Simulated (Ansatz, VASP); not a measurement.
## One calculation of HgH5, two programs

```
Hg H
1.0
     4.53971    0.00000    0.00000
    -2.26985    3.93150    0.00000
     0.00000    0.00000    3.60593
Hg H
1 5
Cartesian
  0.0000 0.0000 0.0000
  -1.1349 1.9658 1.8030
  0.0000 2.6210 0.0000
  2.2699 1.3105 0.0000
  2.2699 0.0000 1.8030
  1.1349 1.9658 1.8030
```

Change from the starting cell: species swapped into the LaCu5 type (P6/mmm, No. 191).

Alike in both runs: task relaxation of cell and atoms; functional PBE; k mesh 6 × 6 × 6; occupations gaussian, width 0.1 eV; no spin polarisation.

|  | VASP | Ansatz |
| --- | --- | --- |
| version | VASP 6.6.1 | Ansatz 0.2.0 |
| potentials or method | VASP PAW PBE potentials, release 64 (Hg, H), cutoff 600 eV | scalar-relativistic, plane waves, PAW |
| valence electrons in the cell | 17 | 25 |

Ansatz gave:

* gap on the k mesh at the Fermi level, each at its own relaxed structure (eV): none
* relaxed volume (Å³/atom): 6.81
* relaxed cell length with the largest relative difference (Å): 2.824

Problem. Estimate VASP's values.

Solution. gap on the k mesh at the Fermi level, each at its own relaxed structure (eV): none; relaxed volume (Å³/atom): 6.82; relaxed cell length with the largest relative difference (Å): 2.829.

A gap of «none» marks a metal or a gap that the smearing closes. VASP's potentials hold 17 valence electrons a cell and Ansatz's 25, so a difference there can come from the potentials and not from the codes.

Spin-orbit coupling is off throughout. Noted on VASP's run: the volume moved by over 15 % at a fixed basis, so the end points are rough.
